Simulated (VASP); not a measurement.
# C in VASP: notebook

C is run at these levels: PBE+D3(BJ); tasks: relaxation of the atoms, single point.

All numbers are computed with VASP 6.6.1; they aren't measurements. Logs are shortened: lines on timing, memory, paths and dates and some standing lists are left out, and cuts for length are marked.

## 1. The cell of the first run

The cell holds a slab with vacuum, 2 atoms: a = 2.515 Å, b = 2.515 Å, c = 26.003 Å, α = 90.00°, β = 90.00°, γ = 120.00°.

## 2. Relaxation of the atoms, PBE+D3(BJ) (biaxial strain +0.020)

INCAR reads:

```
  ALGO = Normal
  DIPOL = 0.5 0.5 0.500
  EDIFF = 1E-7
  EDIFFG = -0.01
  ENCUT = 520
  GGA = PE
  IBRION = 2
  IDIPOL = 3
  ISIF = 2
  ISMEAR = 0
  IVDW = 12
  LASPH = True
  LCHARG = False
  LDIPOL = True
  LREAL = False
  LWAVE = False
  NELM = 80
  NSW = 60
  PREC = Accurate
  SIGMA = 0.1
```

KPOINTS reads:

```
k-points
0
Gamma
  18 18 1
```

POSCAR reads:

```
C
1.0
    2.5150334189      0.0000000000      0.0000000000
   -1.2575167094      2.1780828322      0.0000000000
    0.0000000000      0.0000000000     26.0032200122
C
2
Direct
    0.6666666667      0.3333333333      0.4999999925
    0.3333333333      0.6666666667      0.5000000075
```

Potentials or basis: VASP PAW PBE potentials, release 64 (C).

Run with:

```console
$ cat potpaw_PBE.64/C/POTCAR > POTCAR
$ mpirun -np 1 vasp_std > vasp.out
```

OUTCAR:

```text
EDIFF = 1E-7
   EDIFFG = -0.01
   ENCUT = 520
   GGA = PE
   IBRION = 2
   ISIF = 2
   ISMEAR = 0
   IVDW = 12
   LASPH = True
   LREAL = False
   NELM = 80
   NSW = 60
   PREC = Accurate
 IVDW          = 12

 ion  position               nearest neighbor table
   1  0.667  0.333  0.500-   2 1.45   2 1.45   2 1.45
   2  0.333  0.667  0.500-   1 1.45   1 1.45   1 1.45

  LATTYP: Found a hexagonal cell.
 ALAT       =     2.5150334189
 C/A-ratio  =    10.3391151055

  Lattice vectors:

 A1 = (   2.5150334189,   0.0000000000,   0.0000000000)
 A2 = (  -1.2575167094,   2.1780828322,   0.0000000000)
 A3 = (   0.0000000000,   0.0000000000,  26.0032200122)

Analysis of symmetry for initial positions (statically):
=====================================================================
 Subroutine PRICEL returns:
 Original cell was already a primitive cell.

 Routine SETGRP: Setting up the symmetry group for a
 hexagonal supercell.

 Subroutine GETGRP returns: Found 24 space group operations
 (whereof 24 operations were pure point group operations)
 out of a pool of 24 trial point group operations.

The static configuration has the point symmetry D_6h.

Analysis of symmetry for dynamics (positions and initial velocities):
=====================================================================
 Subroutine PRICEL returns:
 Original cell was already a primitive cell.

 Routine SETGRP: Setting up the symmetry group for a
 hexagonal supercell.

 Subroutine GETGRP returns: Found 24 space group operations
 (whereof 24 operations were pure point group operations)
 out of a pool of 24 trial point group operations.

The dynamic configuration has the point symmetry D_6h.

 Subroutine INISYM returns: Found 24 space group operations
 (whereof 24 operations are pure point group operations),
 and found     1 'primitive' translations

----------------------------------------------------------------------------------------

                                     Primitive cell

  volume of cell :     142.4444

  direct lattice vectors                    reciprocal lattice vectors
     2.515033419  0.000000000  0.000000000     0.397609031  0.229559681  0.000000000
    -1.257516709  2.178082832  0.000000000     0.000000000  0.459119362  0.000000000
     0.000000000  0.000000000 26.003220012     0.000000000  0.000000000  0.038456776

  length of vectors
     2.515033419  2.515033419 26.003220012     0.459119362  0.459119362  0.038456776

  position of ions in fractional coordinates (direct lattice)
     0.666666667  0.333333333  0.499999993
     0.333333333  0.666666667  0.500000007

  ion indices of the primitive-cell ions
   primitive index   ion index
                 1           1
                 2           2

----------------------------------------------------------------------------------------

 KPOINTS: k-points

Automatic generation of k-mesh.
 Grid dimensions read from file:
 generate k-points for:   18   18    1

 Generating k-lattice:

  Cartesian coordinates                     Fractional coordinates (reciprocal lattice)
     0.022089391  0.012753316  0.000000000     0.055555556 -0.000000000  0.000000000
     0.000000000  0.025506631  0.000000000     0.000000000  0.055555556  0.000000000
     0.000000000  0.000000000  0.038456776     0.000000000  0.000000000  1.000000000

  Length of vectors
     0.025506631  0.025506631  0.038456776

  Shift w.r.t. Gamma in fractional coordinates (k-lattice)
     0.000000000  0.000000000  0.000000000

 Subroutine IBZKPT returns following result:
 ===========================================

 Found     37 irreducible k-points:

 Following reciprocal coordinates:
            Coordinates               Weight
  0.000000  0.000000  0.000000      1.000000
  0.055556  0.000000  0.000000      6.000000
  0.111111  0.000000  0.000000      6.000000
  0.166667  0.000000  0.000000      6.000000
  0.222222  0.000000  0.000000      6.000000
  0.277778  0.000000  0.000000      6.000000
[... 16 lines left out ...]
  0.333333  0.111111  0.000000     12.000000
  0.388889  0.111111  0.000000     12.000000
 [... further k-points ...]
   k-points           NKPTS =     37   k-points in BZ     NKDIM =     37   number of bands    NBANDS=      8
   number of dos      NEDOS =    301   number of ions     NIONS =      2
   total plane-waves  NPLWV =  78400
   dimension x,y,z NGX =    20 NGY =   20 NGZ =  196
   dimension x,y,z NGXF=    40 NGYF=   40 NGZF=  392
   ions per type =               2
   NGX,Y,Z   is equivalent  to a cutoff of  13.22, 13.22, 12.53 a.u.
   NGXF,Y,Z  is equivalent  to a cutoff of  26.44, 26.44, 25.06 a.u.
 SYSTEM =  unknown system
   PREC   = accura    normal or accurate (medium, high low for compatibility)
   ISTART =      0    job   : 0-new  1-cont  2-samecut
   ICHARG =      2    charge: 1-file 2-atom 10-const
   ISPIN  =      1    spin polarized calculation?
   LNONCOLLINEAR =      F non collinear calculations
   LSORBIT =      F    spin-orbit coupling
   LASPH  =      T    aspherical Exc in radial PAW
   ENCUT  =  520.0 eV  38.22 Ry    6.18 a.u.   4.68  4.68 48.35*2*pi/ulx,y,z
   NELM   =     80;   NELMIN=  2; NELMDL= -5     # of ELM steps
   EDIFF  = 0.1E-06   stopping-criterion for ELM
   LREAL  =      F    real-space projection
   EDIFFG = -.1E-01   stopping-criterion for IOM
   NSW    =     60    number of steps for IOM
   IBRION =      2    ionic relax: 0-MD 1-quasi-New 2-CG
   NFREE  =      1    steps in history (QN), initial steepest desc. (CG)
   ISIF   =      2    stress and relaxation
   ISYM   =      2    0-nonsym 1-usesym 2-fastsym
   POTIM  = 0.5000    time-step for ionic-motion
   TEBEG  =    0.0;   TEEND  =   0.0 temperature during run
   PSTRESS=    0.0 pullay stress
   NELECT =       8.0000    total number of electrons
   NUPDOWN=      -1.0000    fix difference up-down
   EMIN   =  10.00;   EMAX   =-10.00  energy-range for DOS
   EFERMI =   0.00;   METHOD = LEGACY
   ISMEAR =     0;   SIGMA  =   0.10  broadening in eV -4-tet -1-fermi 0-gaus
   EFERMI_NEDOS =   21; number of points for ismear=-14 and -15
   IALGO  =     38    algorithm
   IMIX   =      4    mixing-type and parameters
     AMIX     =   0.40;   BMIX     =  1.00
     AMIX_MAG =   1.60;   BMIX_MAG =  1.00
  volume/ion in A,a.u.               =      71.22       480.63
  Fermi-wavevector in a.u.,A,eV,Ry     =   0.626936  1.184737  5.347749  0.393048
  Thomas-Fermi vector in A             =   1.688361
   LORBIT       =      0    0 simple, 1 ext, 2 COOP (PROOUT), +10 PAW based schemes
   GGA     = PE    functional components
   LHFCALC =     F    Hartree Fock is set to
   AEXX    =    0.0000 exact exchange contribution
   IVDW    =    12    specifies the selected vdW correction
   LEPSILON=     F    determine dielectric tensor
   LRPA    =     F    only Hartree local field effects (RPA)
 conjugate gradient relaxation of ions
 non-spin polarized calculation
 Gauss-broadening in eV      SIGMA  =   0.10
  energy-cutoff  :      520.00
  volume of cell :      142.44
 maximum number of plane-waves:      3889
 NGX is ok and might be reduce to    20

 dipolmoment           0.000000      0.000000      0.000000 electrons x Angstroem

 number of electron       8.0000001 magnetization

 dipolmoment           0.000000      0.000000     -0.000000 electrons x Angstroem

 Free energy of the ion-electron system (eV)
  ---------------------------------------------------
  ext. energy  EPLUGINS =         0.00000000
  ---------------------------------------------------
  free energy    TOTEN  =       -18.40367273 eV

  energy without entropy =      -18.40297620  energy(sigma->0) =      -18.40332447

 E-fermi :  -3.2787     XC(G=0):  -1.6528

 val. band max:       -3.2787223844   @ k =   0.3333   0.3333   0.0000
 cond. band min:      -3.2787223819   @ k =   0.3333   0.3333   0.0000
 fundamental gap:      0.0000000025
 Fermi energy:        -3.2787223829

 k-point     1 :       0.0000    0.0000    0.0000
  band No.  band energies     occupation
      1     -22.3316      2.00000
      2     -10.5058      2.00000
      3      -6.3424      2.00000
      4      -6.3424      2.00000
      5       0.1620      0.00000
      6       0.9246      0.00000
      7       1.2023      0.00000
      8       1.6671      0.00000

 k-point     2 :       0.0556    0.0000    0.0000
  band No.  band energies     occupation
      1     -22.2611      2.00000
      2     -10.4228      2.00000
      3      -6.6343      2.00000
      4      -6.4892      2.00000
      5       0.2572      0.00000
      6       1.0210      0.00000
      7       1.3001      0.00000
      8       1.7643      0.00000

 k-point     3 :       0.1111    0.0000    0.0000
  band No.  band energies     occupation
      1     -22.0502      2.00000
      2     -10.1747      2.00000
      3      -7.4336      2.00000
      4      -6.8797      2.00000
      5       0.5428      0.00000
      6       1.3101      0.00000
      7       1.5933      0.00000
      8       2.0557      0.00000
[... 210 lines left out ...]
 k-point    23 :       0.3333    0.1111    0.0000
  band No.  band energies     occupation
      1     -18.7756      2.00000
      2     -13.9887      2.00000
      3     -10.1190      2.00000
      4      -6.5248      2.00000
      5      -0.1080      0.00000
      6       4.8490      0.00000
      7       5.1220      0.00000
      8       5.8795      0.00000

 k-point    24 :       0.3889    0.1111    0.0000
  band No.  band energies     occupation
      1     -17.8360      2.00000
      2     -15.2162      2.00000
      3     -10.3344      2.00000
      4      -5.6804      2.00000
      5      -1.2174      0.00000
      6       4.7601      0.00000
      7       6.4848      0.00000
      8       7.2437      0.00000

 [... further k-points ...]

------------------------ aborting loop because EDIFF is reached ----------------------------------------

 vacuum level on the upper side and lower side of the slab       (xc-potential included)        -0.012        -0.012

 Edisp (eV)   -0.17411

 E8    (eV) :    -0.0545

  FORCE on cell =-STRESS in cart. coord.  units (eV):
  Direction    XX          YY          ZZ          XY          YZ          ZX
  --------------------------------------------------------------------------------------
  -------------------------------------------------------------------------------------
  Total      -2.57085    -2.57085    -0.00997    -0.00000     0.00000    -0.00000
  in kB     -28.91622   -28.91622    -0.11214    -0.00000     0.00000    -0.00000
  external pressure =      -19.31 kB  Pullay stress =        0.00 kB

 VOLUME and BASIS-vectors are now :
 -----------------------------------------------------------------------------
  energy-cutoff  :      520.00
  volume of cell :      142.44
      direct lattice vectors                 reciprocal lattice vectors
     2.515033419  0.000000000  0.000000000     0.397609031  0.229559681  0.000000000
    -1.257516709  2.178082832  0.000000000     0.000000000  0.459119362  0.000000000
     0.000000000  0.000000000 26.003220012     0.000000000  0.000000000  0.038456776

 POSITION                                       TOTAL-FORCE (eV/Angst)
 -----------------------------------------------------------------------------------
      1.25752      0.72603     13.00161         0.000000      0.000000     -0.000000
     -0.00000      1.45206     13.00161        -0.000000      0.000000      0.000000
 -----------------------------------------------------------------------------------
    total drift:                                0.000000     -0.000000     -0.000000

  FREE ENERGIE OF THE ION-ELECTRON SYSTEM (eV)
  ---------------------------------------------------
  free  energy   TOTEN  =       -18.5777846358 eV

  energy  without entropy=      -18.5770881054  energy(sigma->0) =      -18.57743637

 reached required accuracy - stopping structural energy minimisation

 vacuum level on the upper side and lower side of the slab         1.115         1.115
```

It took 50 s on 1 thread of Intel Xeon Platinum 8488C (Sapphire Rapids), shared host; peak memory 0.27 GiB.

Results:

* Free energy: -18.5778 eV
* Band gap on the k mesh: zero (filled and empty bands touch)
* Dispersion energy per atom: -0.087 eV

Final structure:
```cif
data_structure
_symmetry_space_group_name_H-M 'P 1'
_symmetry_Int_Tables_number 1
_cell_length_a 2.5150
_cell_length_b 2.5150
_cell_length_c 26.0032
_cell_angle_alpha 90.000
_cell_angle_beta 90.000
_cell_angle_gamma 120.000
_cell_volume 142.44
loop_
_atom_site_label
_atom_site_type_symbol
_atom_site_fract_x
_atom_site_fract_y
_atom_site_fract_z
_atom_site_occupancy
C1 C 0.66667 0.33333 0.50000 1
C2 C 0.33333 0.66667 0.50000 1
```

Caveat: the cell differs from its parent crystal (biaxial strain +0.020); the relaxation stopped at its first step, so nothing moved.

## 3. Single point, PBE+D3(BJ) (atoms taken out)

INCAR reads:

```
ALGO = Normal
DIPOL = 0.5 0.5 0.500
EDIFF = 1E-6
ENCUT = 520
GGA = PE
GGA_COMPAT = F
IDIPOL = 3
ISIF = 2
ISMEAR = 0
IVDW = 12
LASPH = T
LCHARG = T
LDIPOL = T
LELF = T
LREAL = F
LVACPOTAV = T
LVHAR = T
LWAVE = F
NBANDS = 11
NELM = 120
NELMDL = -8
PREC = Accurate
SIGMA = 0.1
```

KPOINTS reads:

```
k-points
0
Gamma
  9 9 1
```

POSCAR reads:

```
C
1.0
    2.4649588005      0.0000000000      0.0000000000
   -1.2324794002      2.1347169405      0.0000000000
    0.0000000000      0.0000000000     26.0024025614
C
2
Direct
    0.6666666667      0.3333333333      0.4999769006
    0.3333333333      0.6666666667      0.5000230994
```

Potentials or basis: VASP PAW PBE potentials, release 64 (C).

Run with:

```console
$ cat potpaw_PBE.64/C/POTCAR > POTCAR
$ mpirun -np 1 vasp_std > vasp.out
```

Run time: 26 s. Hardware: 1 thread of Intel Xeon Platinum 8259CL at 2.50GHz (Skylake/Cascade Lake), shared host; peak memory 0.23 GiB.

It converged, with:

- Free energy: -18.6145 eV
- Largest force: 0.020 eV/Å
- Band gap on the k mesh: zero (filled and empty bands touch)
- Dispersion energy per atom: -0.089 eV
- Work function of the upper face: 4.24 eV
- Work function of the lower face: 4.24 eV

Forces in eV/Å, atoms in the order of the input:
```
C    0.000  0.000  0.020
C    0.000  0.000 -0.020
```

Levels at points of the mesh, in eV from the Fermi level:
| k point | band 1 | band 2 | band 3 | band 4 | band 5 | band 6 | band 7 | band 8 | band 9 |
| --- | --- | --- | --- | --- | --- | --- | --- | --- | --- |
| (0.00, 0.00, 0.00) | -19.53 | -7.63 | -3.05 | -3.05 | 3.26 | 4.03 | 4.30 | 4.76 | 5.05 |

Caveat: the cell differs from its parent crystal (atoms taken out).

## 4. Single point, PBE+D3(BJ)

This run uses another cell than the first one: it holds 32 atoms, not 2.

INCAR reads:

```
SYSTEM = C
PREC     = Accurate       ! precision mode
ENCUT    = 520            ! plane-wave cutoff, eV
EDIFF    = 1E-6           ! SCF threshold, eV
ISMEAR   = 0              ! smearing method
SIGMA    = 0.05           ! smearing width, eV
LREAL    = Auto         
LASPH    = .TRUE.         ! aspherical terms in the spheres
NELM     = 100            ! most SCF steps
ALGO     = Normal         ! electronic algorithm
ISIF     = 2              ! what is computed and relaxed
LWAVE    = .FALSE.        ! write WAVECAR
LCHARG   = .FALSE.        ! write CHGCAR
LDIPOL   = .TRUE.       
IDIPOL   = 3            
DIPOL    = 0.5 0.5 0.500
GGA      = PE             ! functional
IVDW     = 12             ! dispersion correction
NBANDS   = 86             ! bands
```

KPOINTS reads:

```
regular mesh
0
G
  2 2 1
  0 0 0
```

POSCAR reads:

```
C
1.0
    9.8601980332      0.0000000000      0.0000000000
   -4.9300990166      8.5391819831      0.0000000000
    0.0000000000      0.0000000000     16.0016100064
C
32
Direct
    0.4166666667      0.3333333333      0.4999496924
    0.4166666667      0.5833333333      0.4999496924
    0.4166666667      0.8333333333      0.4999496924
    0.4166666667      0.0833333333      0.4999496924
    0.6666666667      0.3333333333      0.4999496924
    0.6666666667      0.5833333333      0.4999496924
    0.6666666667      0.8333333333      0.4999496924
    0.6666666667      0.0833333333      0.4999496924
    0.9166666667      0.3333333333      0.4999496924
    0.9166666667      0.5833333333      0.4999496924
    0.9166666667      0.8333333333      0.4999496924
    0.9166666667      0.0833333333      0.4999496924
    0.1666666667      0.3333333333      0.4999496924
    0.1666666667      0.5833333333      0.4999496924
    0.1666666667      0.8333333333      0.4999496924
    0.1666666667      0.0833333333      0.4999496924
    0.3333333333      0.1666666667      0.5000503076
    0.3333333333      0.4166666667      0.5000503076
    0.3333333333      0.6666666667      0.5000503076
    0.3333333333      0.9166666667      0.5000503076
    0.5833333333      0.1666666667      0.5000503076
    0.5833333333      0.4166666667      0.5000503076
    0.5833333333      0.6666666667      0.5000503076
    0.5833333333      0.9166666667      0.5000503076
    0.8333333333      0.1666666667      0.5000503076
    0.8333333333      0.4166666667      0.5000503076
    0.8333333333      0.6666666667      0.5000503076
    0.8333333333      0.9166666667      0.5000503076
    0.0833333333      0.1666666667      0.5000503076
    0.0833333333      0.4166666667      0.5000503076
    0.0833333333      0.6666666667      0.5000503076
    0.0833333333      0.9166666667      0.5000503076
```

Run with:

```console
$ cat potpaw_PBE.64/C/POTCAR > POTCAR
$ mpirun -np 1 vasp_std > vasp.out
```

It took 16 min on 1 thread of Intel Xeon 8259CL, shared host; peak memory 1.3 GiB.

Results (log left out):

```
Free energy                : -298.0677 eV
Largest force              : 0.026 eV/Å
Dispersion energy per atom : -0.089 eV
```

Forces on the atoms (eV/Å):
```
C    0.000  0.000  0.026
C    0.000  0.000  0.026
C    0.000  0.000  0.026
C    0.000  0.000  0.026
C    0.000  0.000  0.026
C    0.000  0.000  0.026
C    0.000  0.000  0.026
C    0.000  0.000  0.026
C    0.000  0.000  0.026
C    0.000  0.000  0.026
C    0.000  0.000  0.026
C    0.000  0.000  0.026
C    0.000  0.000  0.026
C    0.000  0.000  0.026
C    0.000  0.000  0.026
C    0.000  0.000  0.026
C    0.000  0.000 -0.026
C    0.000  0.000 -0.026
C    0.000  0.000 -0.026
C    0.000  0.000 -0.026
C    0.000  0.000 -0.026
C    0.000  0.000 -0.026
C    0.000  0.000 -0.026
C    0.000  0.000 -0.026
C    0.000  0.000 -0.026
C    0.000  0.000 -0.026
C    0.000  0.000 -0.026
C    0.000  0.000 -0.026
C    0.000  0.000 -0.026
C    0.000  0.000 -0.026
C    0.000  0.000 -0.026
C    0.000  0.000 -0.026
```

## 5. Summary

| task | cell | k mesh | smearing | gap on the mesh (eV) | largest force (eV/Å) |
| --- | --- | --- | --- | --- | --- |
| relaxation of the atoms | atoms relaxed from a = 2.515, b = 2.515, c = 26.003 Å, angles 90.0, 90.0, 120.0°, 2 atoms, atomic positions A | 18 × 18 × 1 | gaussian 0.1 eV | none | - |
| single point | a = 2.465, b = 2.465, c = 26.002 Å, angles 90.0, 90.0, 120.0°, 2 atoms, atomic positions A | 9 × 9 × 1 | gaussian 0.1 eV | none | 0.02 |
| single point | a = 9.860, b = 9.860, c = 16.002 Å, angles 90.0, 90.0, 120.0°, 32 atoms, atomic positions B | 2 × 2 × 1 | gaussian 0.05 eV | - | 0.03 |

Alike in all rows: level PBE+D3(BJ); potentials or basis VASP PAW PBE potentials, release 64 (C); no spin polarisation; cutoff (eV) 520.

Caveats: the relaxation stopped at its first step, so nothing moved (at least some runs).

Absolute energies hang on the potentials; compare differences alone.
